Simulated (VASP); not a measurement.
# AlN in VASP: settings compared

Aim: see how the results for AlN move with the level of theory and the settings. Levels: r2SCAN, PBE. Tasks: single point.

Program: VASP 6.6.1. These are calculated values, not measurements. Logs are shortened: lines on timing, memory, paths and dates and some standing lists are left out, and cuts for length are marked.

### Step 1. The cell of the first run

The structure is tetragonal, space group I-4m2 (No. 119). The conventional cell has a = 3.021 Å, b = 3.021 Å, c = 4.370 Å, α = 90.00°, β = 90.00°, γ = 90.00°. Al (site symmetry -4m2) has 4 N at 1.86 Å within 2.5 Å. N (site symmetry -4m2) has 4 Al at 1.86 Å within 2.5 Å.

### Step 2. Single point, r2SCAN (biaxial xy strain -2.2%)

File POSCAR:

```
AlN
1.0
    0.0000000000      2.1363721643      2.1848764208
    2.1363721643      0.0000000000      2.1848764208
    2.1363721643      2.1363721643      0.0000000000
Al N
1 1
Direct
    0.0000000000      0.0000000000      0.0000000000
    0.2500000000      0.2500000000      0.2500000000
```

File INCAR.step1:

```
ALGO = Normal
EDIFF = 1E-4
ENCUT = 520
GGA = PE
ISMEAR = 0
LASPH = T
LCHARG = F
LREAL = F
LWAVE = T
NBANDS = 11
NELM = 60
PREC = Accurate
SIGMA = 0.01
```

File INCAR.step2:

```
ALGO = Normal
EDIFF = 1E-7
ENCUT = 520
ISIF = 2
ISMEAR = 0
ISTART = 1
LASPH = T
LCHARG = F
LMIXTAU = T
LREAL = F
LWAVE = F
METAGGA = R2SCAN
NBANDS = 11
NELM = 60
PREC = Accurate
SIGMA = 0.01
```

File KPOINTS:

```
k-points
0
Gamma
  10 10 10
```

Potentials or basis: VASP PAW PBE potentials, release 64 (Al, N).

On the command line:

```
> cat potpaw_PBE.64/Al/POTCAR potpaw_PBE.64/N/POTCAR > POTCAR
> cp INCAR.step1 INCAR
> mpirun -np 1 vasp_std > vasp.out
> cp INCAR.step2 INCAR
> mpirun -np 1 vasp_std > vasp.out
```

OUTCAR:

```text
EDIFF = 1E-7
   ENCUT = 520
   ISIF = 2
   ISMEAR = 0
   ISTART = 1
   LASPH = T
   LREAL = F
   METAGGA = R2SCAN
   NELM = 60
   PREC = Accurate

 ion  position               nearest neighbor table
   1  0.000  0.000  0.000-   2 1.86   2 1.86   2 1.86   2 1.86
   2  0.250  0.250  0.250-   1 1.86   1 1.86   1 1.86   1 1.86

  LATTYP: Found a body centered tetragonal cell.
 ALAT       =     3.0212864890
 C/A-ratio  =     1.4463219087

  Lattice vectors:

 A1 = (  -2.1363721643,   0.0000000000,   2.1848764208)
 A2 = (   2.1363721643,   0.0000000000,   2.1848764208)
 A3 = (   0.0000000000,   2.1363721643,  -2.1848764208)

Analysis of symmetry for initial positions (statically):
=====================================================================
 Subroutine PRICEL returns:
 Original cell was already a primitive cell.

 Routine SETGRP: Setting up the symmetry group for a
 body centered tetragonal supercell.

 Subroutine GETGRP returns: Found  8 space group operations
 (whereof  8 operations were pure point group operations)
 out of a pool of 16 trial point group operations.

The static configuration has the point symmetry D_2d.

Analysis of symmetry for dynamics (positions and initial velocities):
=====================================================================
 Subroutine PRICEL returns:
 Original cell was already a primitive cell.

 Routine SETGRP: Setting up the symmetry group for a
 body centered tetragonal supercell.

 Subroutine GETGRP returns: Found  8 space group operations
 (whereof  8 operations were pure point group operations)
 out of a pool of 16 trial point group operations.

The dynamic configuration has the point symmetry D_2d.

 Subroutine INISYM returns: Found  8 space group operations
 (whereof  8 operations are pure point group operations),
 and found     1 'primitive' translations

----------------------------------------------------------------------------------------

                                     Primitive cell

  volume of cell :      19.9439

  direct lattice vectors                    reciprocal lattice vectors
     0.000000000  2.136372164  2.184876421    -0.234041619  0.234041619  0.228845895
     2.136372164  0.000000000  2.184876421     0.234041619 -0.234041619  0.228845895
     2.136372164  2.136372164  0.000000000     0.234041619  0.234041619 -0.228845895

  length of vectors
     3.055776660  3.055776660  3.021286489     0.402394586  0.402394586  0.402394586

  position of ions in fractional coordinates (direct lattice)
     0.000000000  0.000000000  0.000000000
     0.250000000  0.250000000  0.250000000

  ion indices of the primitive-cell ions
   primitive index   ion index
                 1           1
                 2           2

----------------------------------------------------------------------------------------

 KPOINTS: k-points

Automatic generation of k-mesh.
 Grid dimensions read from file:
 generate k-points for:   10   10   10

 Generating k-lattice:

  Cartesian coordinates                     Fractional coordinates (reciprocal lattice)
    -0.023404162  0.023404162  0.022884590     0.100000000  0.000000000  0.000000000
     0.023404162 -0.023404162  0.022884590     0.000000000  0.100000000  0.000000000
     0.023404162  0.023404162 -0.022884590    -0.000000000 -0.000000000  0.100000000

  Length of vectors
     0.040239459  0.040239459  0.040239459

  Shift w.r.t. Gamma in fractional coordinates (k-lattice)
     0.000000000  0.000000000  0.000000000

 Subroutine IBZKPT returns following result:
 ===========================================

 Found    102 irreducible k-points:

 Following reciprocal coordinates:
            Coordinates               Weight
  0.000000  0.000000  0.000000      1.000000
  0.100000  0.000000  0.000000      8.000000
  0.200000  0.000000  0.000000      8.000000
  0.300000  0.000000  0.000000      8.000000
  0.400000  0.000000  0.000000      8.000000
  0.500000  0.000000  0.000000      4.000000
[... 16 lines left out ...]
  0.300000  0.300000  0.000000      2.000000
  0.400000  0.300000  0.000000      8.000000
 [... further k-points ...]
   k-points           NKPTS =    102   k-points in BZ     NKDIM =    102   number of bands    NBANDS=     11
   number of dos      NEDOS =    301   number of ions     NIONS =      2
   total plane-waves  NPLWV =  13824
   dimension x,y,z NGX =    24 NGY =   24 NGZ =   24
   dimension x,y,z NGXF=    48 NGYF=   48 NGZF=   48
   ions per type =               1   1
   NGX,Y,Z   is equivalent  to a cutoff of  13.06, 13.06, 13.21 a.u.
   NGXF,Y,Z  is equivalent  to a cutoff of  26.11, 26.11, 26.41 a.u.
 SYSTEM =  unknown system
   PREC   = accura    normal or accurate (medium, high low for compatibility)
   ISTART =      1    job   : 0-new  1-cont  2-samecut
   ICHARG =      0    charge: 1-file 2-atom 10-const
   ISPIN  =      1    spin polarized calculation?
   LNONCOLLINEAR =      F non collinear calculations
   LSORBIT =      F    spin-orbit coupling
   LASPH  =      T    aspherical Exc in radial PAW
   ENCUT  =  520.0 eV  38.22 Ry    6.18 a.u.   5.68  5.68  5.62*2*pi/ulx,y,z
   NELM   =     60;   NELMIN=  2; NELMDL=  0     # of ELM steps
   EDIFF  = 0.1E-06   stopping-criterion for ELM
   LREAL  =      F    real-space projection
   EDIFFG = 0.1E-05   stopping-criterion for IOM
   NSW    =      0    number of steps for IOM
   IBRION =     -1    ionic relax: 0-MD 1-quasi-New 2-CG
   NFREE  =      0    steps in history (QN), initial steepest desc. (CG)
   ISIF   =      2    stress and relaxation
   ISYM   =      2    0-nonsym 1-usesym 2-fastsym
   POTIM  = 0.5000    time-step for ionic-motion
   TEBEG  =    0.0;   TEEND  =   0.0 temperature during run
   PSTRESS=    0.0 pullay stress
   NELECT =       8.0000    total number of electrons
   NUPDOWN=      -1.0000    fix difference up-down
   EMIN   =  10.00;   EMAX   =-10.00  energy-range for DOS
   EFERMI =   0.00;   METHOD = LEGACY
   ISMEAR =     0;   SIGMA  =   0.01  broadening in eV -4-tet -1-fermi 0-gaus
   EFERMI_NEDOS =   21; number of points for ismear=-14 and -15
   IALGO  =     38    algorithm
   IMIX   =      4    mixing-type and parameters
     AMIX     =   0.40;   BMIX     =  1.00
     AMIX_MAG =   1.60;   BMIX_MAG =  1.00
  volume/ion in A,a.u.               =       9.97        67.29
  Fermi-wavevector in a.u.,A,eV,Ry     =   1.207354  2.281568 19.833260  1.457703
  Thomas-Fermi vector in A             =   2.342994
   LORBIT       =      0    0 simple, 1 ext, 2 COOP (PROOUT), +10 PAW based schemes
   METAGGA = R2SCAN    functional components
   LHFCALC =     F    Hartree Fock is set to
   AEXX    =    0.0000 exact exchange contribution
   IVDW    =     0    specifies the selected vdW correction
   LEPSILON=     F    determine dielectric tensor
   LRPA    =     F    only Hartree local field effects (RPA)
 non-spin polarized calculation
 Gauss-broadening in eV      SIGMA  =   0.01
  energy-cutoff  :      520.00
  volume of cell :       19.94
 maximum number of plane-waves:       552
   NGX = 11   NGY = 11   NGZ = 11

 number of electron       7.9999999 magnetization

 Free energy of the ion-electron system (eV)
  ---------------------------------------------------
  ext. energy  EPLUGINS =         0.00000000
  ---------------------------------------------------
  free energy    TOTEN  =       -19.14916323 eV

  energy without entropy =      -19.14916323  energy(sigma->0) =      -19.14916323

 E-fermi :   6.2738     XC(G=0): -11.6184

 val. band max:        6.1467428107   @ k =  -0.1000   0.1000   0.0000
 cond. band min:      10.0428025617   @ k =   0.5000   0.0000   0.5000
 fundamental gap:      3.8960597510
 Fermi energy:         6.2737618348

 k-point     1 :       0.0000    0.0000    0.0000
  band No.  band energies     occupation
      1      -9.8910      2.00000
      2       6.0423      2.00000
      3       6.1439      2.00000
      4       6.1439      2.00000
      5      11.4144      0.00000
      6      20.0789      0.00000
      7      20.0789      0.00000
      8      20.1064      0.00000
      9      24.5882      0.00000
     10      25.3995      0.00000
     11      26.2382      0.00000

 k-point     2 :       0.1000    0.0000    0.0000
  band No.  band energies     occupation
      1      -9.7363      2.00000
      2       5.3035      2.00000
      3       6.0182      2.00000
      4       6.0988      2.00000
      5      12.0648      0.00000
      6      19.6909      0.00000
      7      20.2289      0.00000
      8      20.2452      0.00000
      9      23.4179      0.00000
     10      24.0490      0.00000
     11      26.0459      0.00000

 k-point     3 :       0.2000    0.0000    0.0000
  band No.  band energies     occupation
      1      -9.2970      2.00000
      2       3.6443      2.00000
      3       5.8668      2.00000
      4       5.9860      2.00000
      5      13.2287      0.00000
      6      18.8613      0.00000
      7      19.9630      0.00000
      8      20.2131      0.00000
      9      23.1639      0.00000
     10      23.3939      0.00000
     11      25.1914      0.00000

 k-point     4 :       0.3000    0.0000    0.0000
  band No.  band energies     occupation
      1      -8.6615      2.00000
      2       1.9123      2.00000
      3       5.6943      2.00000
      4       5.8562      2.00000
      5      14.1215      0.00000
      6      18.0472      0.00000
      7      19.1073      0.00000
      8      19.4740      0.00000
      9      24.5112      0.00000
     10      24.5236      0.00000
     11      25.1540      0.00000
[... 239 lines left out ...]
 k-point    22 :      -0.2000    0.2000    0.0000
  band No.  band energies     occupation
      1      -8.4371      2.00000
      2       2.1864      2.00000
      3       4.2815      2.00000
      4       5.9476      2.00000
      5      14.8367      0.00000
      6      17.4712      0.00000
      7      18.7174      0.00000
      8      19.9677      0.00000
      9      22.4787      0.00000
     10      26.5156      0.00000
     11      28.6069      0.00000

 k-point    23 :       0.3000    0.3000    0.0000
  band No.  band energies     occupation
      1      -8.3097      2.00000
      2       2.4173      2.00000
      3       4.9211      2.00000
      4       4.9211      2.00000
      5      12.2292      0.00000
      6      17.1955      0.00000
      7      19.2018      0.00000
      8      22.3702      0.00000
      9      22.3702      0.00000
     10      28.2374      0.00000
     11      32.0799      0.00000

 k-point    24 :       0.4000    0.3000    0.0000
  band No.  band energies     occupation
      1      -7.8324      2.00000
      2       1.7451      2.00000
      3       4.4121      2.00000
      4       4.7628      2.00000
      5      11.8079      0.00000
      6      17.0404      0.00000
      7      19.7299      0.00000
      8      22.4474      0.00000
      9      23.0088      0.00000
     10      29.2728      0.00000
     11      31.7201      0.00000

 [... further k-points ...]

------------------------ aborting loop because EDIFF is reached ----------------------------------------

  FORCE on cell =-STRESS in cart. coord.  units (eV):
  Direction    XX          YY          ZZ          XY          YZ          ZX
  --------------------------------------------------------------------------------------
  -------------------------------------------------------------------------------------
  Total        1.3739511      1.3739511      0.9473950      0.0000000      0.0000000     -0.0000000
  in kB      110.3751141    110.3751141     76.1081203      0.0000000      0.0000000     -0.0000000
  external PRESSURE =      98.9527828 kB  Pullay stress =       0.0000000 kB

 VOLUME and BASIS-vectors are now :
 -----------------------------------------------------------------------------
  energy-cutoff  :      520.00
  volume of cell :       19.94
      direct lattice vectors                 reciprocal lattice vectors
     0.000000000  2.136372164  2.184876421    -0.234041619  0.234041619  0.228845895
     2.136372164  0.000000000  2.184876421     0.234041619 -0.234041619  0.228845895
     2.136372164  2.136372164  0.000000000     0.234041619  0.234041619 -0.228845895

 POSITION                                       TOTAL-FORCE (eV/Angst)
 -----------------------------------------------------------------------------------
      0.00000      0.00000      0.00000         0.000000      0.000000     -0.000000
      1.06819      1.06819      1.09244        -0.000000     -0.000000      0.000000
 -----------------------------------------------------------------------------------
    total drift:                               -0.000001     -0.000001     -0.000002

  FREE ENERGIE OF THE ION-ELECTRON SYSTEM (eV)
  ---------------------------------------------------
  free  energy   TOTEN  =       -19.1491632283 eV

  energy  without entropy=      -19.1491632283  energy(sigma->0) =      -19.14916323
```

Wall time 96 s (1 thread of Intel Xeon 8259CL, shared host); peak memory 0.15 GiB.

What came out:

| Item | Value |
| --- | --- |
| Free energy | -19.1492 eV |
| Pressure | 9.9 GPa |
| Band gap on the k mesh | 3.90 eV, indirect (least direct gap 5.27 eV) |

Caveat: the cell differs from its parent crystal (biaxial xy strain -2.2%); the PAW data sets were made with another functional, which shifts forces and pressure a little. A k mesh can miss the band edges.

[end of part 1 of 2]
